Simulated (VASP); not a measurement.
# Be (P6/mmm) in VASP: single point with PBEsol

Aim: the single point of Be with PBEsol.

Program: VASP 6.6.1. These are calculated values, not measurements. Logs are shortened: lines on timing, memory, paths and dates and some standing lists are left out, and cuts for length are marked.

## (1) The cell of the first run

The structure is hexagonal, space group P6/mmm (No. 191). Conventional cell: a = 2.451 Å, b = 2.451 Å, c = 2.225 Å, α = 90.00°, β = 90.00°, γ = 120.00°. Within 2.9 Å of Be (site symmetry 6/mmm) lie 8 Be at 2.23 to 2.45 Å.

This isn't the form of Be at room conditions, which is hcp.

## (2) Single point, PBEsol (Mg replaced by Be, lengths x 0.809, strained)

INCAR

```
ALGO     = Normal         # electronic algorithm
EDIFF    = 1E-6           # SCF threshold, eV
ENCUT    = 600            # plane-wave cutoff, eV
GGA      = PS             # functional
GGA_COMPAT= False        
ISIF     = 2              # what is computed and relaxed
ISMEAR   = 0              # smearing method
LASPH    = True           # aspherical terms in the spheres
LCHARG   = False          # write CHGCAR
LREAL    = False          # projectors in reciprocal space
LWAVE    = False          # write WAVECAR
NBANDS   = 7              # bands
NELM     = 120            # most SCF steps
PREC     = Accurate       # precision mode
SIGMA    = 0.1            # smearing width, eV
```

KPOINTS

```
k-points
0
Gamma
  9 9 8
```

POSCAR

```
Be
1.0
    2.4512300057      0.0000000000      0.0000000000
   -1.2256150029      2.1228274554      0.0000000000
    0.0000000000      0.0000000000      2.2252800199
Be
1
Direct
    0.0000000000      0.0000000000      0.0000000000
```

Potentials or basis: VASP PAW PBE potentials, release 64 (Be).

Run with:

```bash
$ cat potpaw_PBE.64/Be/POTCAR > POTCAR
$ mpirun -np 1 vasp_std > vasp.out
```

OUTCAR:

```text
EDIFF = 1E-6
   ENCUT = 600
   GGA = PS
   ISIF = 2
   ISMEAR = 0
   LASPH = True
   LREAL = False
   NELM = 120
   PREC = Accurate

 ion  position               nearest neighbor table
   1  0.000  0.000  0.000-

  LATTYP: Found a hexagonal cell.
 ALAT       =     2.4512300057
 C/A-ratio  =     0.9078217934

  Lattice vectors:

 A1 = (   2.4512300057,   0.0000000000,   0.0000000000)
 A2 = (  -1.2256150029,   2.1228274554,   0.0000000000)
 A3 = (   0.0000000000,   0.0000000000,   2.2252800199)

Analysis of symmetry for initial positions (statically):
=====================================================================
 Subroutine PRICEL returns:
 Original cell was already a primitive cell.

 Routine SETGRP: Setting up the symmetry group for a
 hexagonal supercell.

 Subroutine GETGRP returns: Found 24 space group operations
 (whereof 24 operations were pure point group operations)
 out of a pool of 24 trial point group operations.

The static configuration has the point symmetry D_6h.

Analysis of symmetry for dynamics (positions and initial velocities):
=====================================================================
 Subroutine PRICEL returns:
 Original cell was already a primitive cell.

 Routine SETGRP: Setting up the symmetry group for a
 hexagonal supercell.

 Subroutine GETGRP returns: Found 24 space group operations
 (whereof 24 operations were pure point group operations)
 out of a pool of 24 trial point group operations.

The dynamic configuration has the point symmetry D_6h.

 Subroutine INISYM returns: Found 24 space group operations
 (whereof 24 operations are pure point group operations),
 and found     1 'primitive' translations

----------------------------------------------------------------------------------------

                                     Primitive cell

  volume of cell :      11.5793

  direct lattice vectors                    reciprocal lattice vectors
     2.451230006  0.000000000  0.000000000     0.407958453  0.235534922  0.000000000
    -1.225615003  2.122827455  0.000000000     0.000000000  0.471069845  0.000000000
     0.000000000  0.000000000  2.225280020     0.000000000  0.000000000  0.449381647

  length of vectors
     2.451230006  2.451230006  2.225280020     0.471069845  0.471069845  0.449381647

  position of ions in fractional coordinates (direct lattice)
[... 77 lines left out ...]
   EDIFF  = 0.1E-05   stopping-criterion for ELM
   LREAL  =      F    real-space projection
   EDIFFG = 0.1E-04   stopping-criterion for IOM
   NSW    =      0    number of steps for IOM
   IBRION =     -1    ionic relax: 0-MD 1-quasi-New 2-CG
   NFREE  =      0    steps in history (QN), initial steepest desc. (CG)
   ISIF   =      2    stress and relaxation
   ISYM   =      2    0-nonsym 1-usesym 2-fastsym
   POTIM  = 0.5000    time-step for ionic-motion
   TEBEG  =    0.0;   TEEND  =   0.0 temperature during run
   PSTRESS=    0.0 pullay stress
   NELECT =       2.0000    total number of electrons
   NUPDOWN=      -1.0000    fix difference up-down
   EMIN   =  10.00;   EMAX   =-10.00  energy-range for DOS
   EFERMI =   0.00;   METHOD = LEGACY
   ISMEAR =     0;   SIGMA  =   0.10  broadening in eV -4-tet -1-fermi 0-gaus
   EFERMI_NEDOS =   21; number of points for ismear=-14 and -15
   IALGO  =     38    algorithm
   IMIX   =      4    mixing-type and parameters
     AMIX     =   0.40;   BMIX     =  1.00
     AMIX_MAG =   1.60;   BMIX_MAG =  1.00
  volume/ion in A,a.u.               =      11.58        78.14
  Fermi-wavevector in a.u.,A,eV,Ry     =   0.911711  1.722883 11.309384  0.831216
  Thomas-Fermi vector in A             =   2.036022
   LORBIT       =      0    0 simple, 1 ext, 2 COOP (PROOUT), +10 PAW based schemes
   GGA     = PS    functional components
   LHFCALC =     F    Hartree Fock is set to
   AEXX    =    0.0000 exact exchange contribution
   IVDW    =     0    specifies the selected vdW correction
   LEPSILON=     F    determine dielectric tensor
   LRPA    =     F    only Hartree local field effects (RPA)
 non-spin polarized calculation
 Gauss-broadening in eV      SIGMA  =   0.10
  energy-cutoff  :      600.00
  volume of cell :       11.58
 maximum number of plane-waves:       399
 NGX is ok and might be reduce to    20
   NGX =  9   NGY =  9   NGZ =  9

 number of electron       2.0000000 magnetization

 Free energy of the ion-electron system (eV)
  ---------------------------------------------------
  ext. energy  EPLUGINS =         0.00000000
  ---------------------------------------------------
  free energy    TOTEN  =        -3.12015316 eV

  energy without entropy =       -3.11559371  energy(sigma->0) =       -3.11787344

 E-fermi :   4.3463     XC(G=0):  -9.4171

 val. band max:        4.3297341178   @ k =   0.3333   0.0000   0.5000
 cond. band min:       4.3824005760   @ k =   0.3333   0.2222   0.3750
 fundamental gap:      0.0526664582
 Fermi energy:         4.3462747706

 k-point     1 :       0.0000    0.0000    0.0000
  band No.  band energies     occupation
      1      -5.0826      2.00000
      2      17.2665      0.00000
      3      17.5270      0.00000
      4      17.5270      0.00000
      5      22.9626      0.00000
      6      26.7109      0.00000
      7      26.7109      0.00000
[... 221 lines left out ...]
 k-point    24 :       0.3333    0.3333    0.1250
  band No.  band energies     occupation
      1       3.5827      2.00000
      2       3.5827      2.00000
      3       6.3223      0.00000
      4      20.3770      0.00000
      5      26.5175      0.00000
      6      26.5175      0.00000
      7      33.0628      0.00000

 [... further k-points ...]

------------------------ aborting loop because EDIFF is reached ----------------------------------------

  FORCE on cell =-STRESS in cart. coord.  units (eV):
  Direction    XX          YY          ZZ          XY          YZ          ZX
  --------------------------------------------------------------------------------------
  -------------------------------------------------------------------------------------
  Total       -1.5669373     -1.5669373      0.2082626      0.0000000      0.0000000      0.0000000
  in kB     -216.8097364   -216.8097364     28.8163138      0.0000000      0.0000000      0.0000000
  external PRESSURE =    -134.9343863 kB  Pullay stress =       0.0000000 kB

 VOLUME and BASIS-vectors are now :
 -----------------------------------------------------------------------------
  energy-cutoff  :      600.00
  volume of cell :       11.58
      direct lattice vectors                 reciprocal lattice vectors
     2.451230006  0.000000000  0.000000000     0.407958453  0.235534922  0.000000000
    -1.225615003  2.122827455  0.000000000     0.000000000  0.471069845  0.000000000
     0.000000000  0.000000000  2.225280020     0.000000000  0.000000000  0.449381647

 POSITION                                       TOTAL-FORCE (eV/Angst)
 -----------------------------------------------------------------------------------
      0.00000      0.00000      0.00000         0.000000      0.000000      0.000000
 -----------------------------------------------------------------------------------
    total drift:                               -0.000000     -0.000000      0.000000

  FREE ENERGIE OF THE ION-ELECTRON SYSTEM (eV)
  ---------------------------------------------------
  free  energy   TOTEN  =        -3.1201531644 eV

  energy  without entropy=       -3.1155937102  energy(sigma->0) =       -3.11787344
```

stdout:

```text
POSCAR found type information on POSCAR Be
 POSCAR found :  1 types and       1 ions
 scaLAPACK will be used
 -----------------------------------------------------------------------------
|                                                                             |
|                                                                             |
|     You enforced a specific xc type in the INCAR file but a different       |
|     I HOPE YOU KNOW WHAT YOU ARE DOING!                                     |
|                                                                             |
 -----------------------------------------------------------------------------

 LDA part: xc-table for (Slater+PW92), standard interpolation
 POSCAR, INCAR and KPOINTS ok, starting setup
 FFT: planning ... GRIDC
 FFT: planning ... GRID_SOFT
 FFT: planning ... GRID
 WAVECAR not read
 entering main loop
```

It took 9.4 s on 1 thread of Intel Xeon 8259CL, shared host; peak memory 0.12 GiB.

Results:

* Free energy: -3.1202 eV
* Pressure: -13.5 GPa
* Band gap on the k mesh: zero (bands 1 and 2 overlap by 4.40 eV)

Stress tensor (GPa, compression positive):
```
-21.68   0.00   0.00
  0.00 -21.68   0.00
  0.00   0.00   2.88
```

Caveat: the cell differs from its parent crystal (Mg replaced by Be, lengths x 0.809, strained); the stress differs along the axes, from -22 to 3 GPa; the PAW data sets were made with another functional, which shifts forces and pressure a little.

The gap in the log of VASP goes by the Fermi energy; the results here count the filled bands.